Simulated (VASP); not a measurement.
Input of a VASP 6.6.1 run:

Contents of INCAR:

```
  ALGO = Normal
  DIPOL = 0.5 0.5 0.339
  EDIFF = 1E-6
  ENCUT = 520
  GGA = PE
  IDIPOL = 3
  ISIF = 2
  ISMEAR = 0
  ISPIN = 2
  LASPH = T
  LCHARG = F
  LDIPOL = T
  LORBIT = 11
  LREAL = F
  LWAVE = F
  MAGMOM = 0 0 0 0 0 0 2
  NBANDS = 28
  NELM = 150
  PREC = Accurate
  SIGMA = 0.05
```

Contents of KPOINTS:

```
k-points
0
Gamma
  9 9 1
```

File POSCAR:

```
Mg3O4
1.0
    3.0085896345      0.0000000000      0.0000000000
    0.0000000000      3.0085896345      0.0000000000
    0.0000000000      0.0000000000     19.7799623498
Mg O
3 4
Direct
    0.5000000000      0.5000000000      0.2022248541
    0.0000000000      0.0000000000      0.3100331121
    0.5000000000      0.5000000000      0.4161289127
    0.0000000000      0.0000000000      0.2022248541
    0.5000000000      0.5000000000      0.3095409237
    0.0000000000      0.0000000000      0.4186035445
    0.2500000000      0.2500000000      0.5140191293
```

Potentials or basis: VASP PAW PBE potentials, release 64 (Mg, O).

Launch:

```console
$ cat potpaw_PBE.64/Mg/POTCAR potpaw_PBE.64/O/POTCAR > POTCAR
$ mpirun -np 1 vasp_std > vasp.out
```

Q: Estimate the site moments.

A: Mg +0.00, +0.01, -0.01; O +0.00, +0.01, +0.25, +1.36 μB.

Q: What does it give for the band gap on the k mesh?

A: 0.38 eV (least direct gap 0.98 eV).

Q: Predict the largest force.

A: 1.477 eV/Å.

Forces in eV/Å, atoms in the order of the input:
```
Mg   0.001  0.001  0.448
Mg   0.028  0.028 -0.065
Mg  -0.014 -0.014  1.476
O    0.002  0.002 -0.428
O    0.030  0.030 -0.026
O   -0.266 -0.266 -1.397
O    0.219  0.219 -0.008
```

Caveat: semilocal functionals underestimate gaps, and a narrow one can read as zero.
